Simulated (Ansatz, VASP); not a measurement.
One calculation of CoSi2, two programs

Contents of INCAR:

```
ALGO     = Normal         # electronic algorithm
DIPOL    = 0.5 0.5 0.634
EDIFF    = 1E-7           # SCF threshold, eV
ENCUT    = 520            # plane-wave cutoff, eV
GGA      = PE             # functional
IDIPOL   = 3            
ISIF     = 2              # what is computed and relaxed
ISMEAR   = 0              # smearing method
LASPH    = T              # aspherical terms in the spheres
LCHARG   = T              # write CHGCAR
LDIPOL   = T            
LELF     = T              # ELF
LREAL    = F              # projectors in reciprocal space
LVACPOTAV= T            
LVHAR    = T            
LWAVE    = F              # write WAVECAR
NBANDS   = 36             # bands
NELM     = 60             # most SCF steps
PREC     = Accurate       # precision mode
SIGMA    = 0.1            # smearing width, eV
```

The input KPOINTS:

```
k-points
0
Gamma
  9 9 1
```

POSCAR

```
CoSi2
1.0
    3.8677060746      0.0000000000      0.0000000000
    0.0000000000      3.8677060746      0.0000000000
    0.0000000000      0.0000000000     30.6575878124
Si Co
6 3
Direct
    0.4793267397      0.7019890694      0.5313999149
    1.0060320615      0.2027015282      0.5380977197
    1.0062848731      1.1955363287      0.6210983674
    0.5086695698      0.7013832199      0.6201122985
    0.5090684529      0.6902917782      0.7057605640
    1.0062696130      1.1988586636      0.7061109025
    0.5052087173      0.2021971430      0.5753647671
    1.0084087640      0.6960088793      0.6617029739
    0.5057519634      1.1885731952      0.7449842037
```

Input for Ansatz:

```yaml
crystal:
  lattice:
    - [3.8677060746, 0.0, 0.0]
    - [0.0, 3.8677060746, 0.0]
    - [0.0, 0.0, 30.6575878124]
  atoms:
    - { symbol: Si, position: [0.4793267397, 0.7019890694, 0.5313999149] }
    - { symbol: Si, position: [1.0060320615, 0.2027015282, 0.5380977197] }
    - { symbol: Co, position: [0.5052087173, 0.202197143, 0.5753647671] }
    - { symbol: Si, position: [1.0062848731, 1.1955363287, 0.6210983674] }
    - { symbol: Si, position: [0.5086695698, 0.7013832199, 0.6201122985] }
    - { symbol: Co, position: [1.008408764, 0.6960088793, 0.6617029739] }
    - { symbol: Si, position: [0.5090684529, 0.6902917782, 0.705760564] }
    - { symbol: Si, position: [1.006269613, 1.1988586636, 0.7061109025] }
    - { symbol: Co, position: [0.5057519634, 1.1885731952, 0.7449842037] }
basis:
  ecutwfc: 420
kpoints:
  mp_grid: { grid: [9, 9, 1] }
hamiltonian:
  xc: pbe
scf:
  occupations: { method: gaussian, width: 0.1 }
output:
  forces: true
  stress: true
  eigenvalues: true
  write_density: true
  write_potential: true
  elf: true
  volumetric_format: npy
efield:
  axis: 3
  dipole_correction: true
  ramp_width: 0.04
```

Alike in both runs: task single point; functional PBE; k mesh 9 × 9 × 1; occupations gaussian, width 0.1 eV; no spin polarisation.

```csv
,VASP,Ansatz
version,VASP 6.6.1,Ansatz 0.2.0
potentials or method,"VASP PAW PBE potentials, release 64 (Si, Co), cutoff 520 eV","scalar-relativistic, plane waves, PAW"
valence electrons in the cell,51,75
```

```csv
,VASP,Ansatz,Ansatz less VASP
gap on the k mesh at the Fermi level (eV),none,none,-
rms of the force components (eV/Å),0.208,0.203,-0.0050
"work function, face that differs most (eV)",4.79,4.78,-0.006
```

A gap of «none» marks a metal or a gap that the smearing closes. VASP's potentials hold 51 valence electrons a cell and Ansatz's 75, so a difference there can come from the potentials and not from the codes. Ansatz's warnings: xc potential rough in thin density.
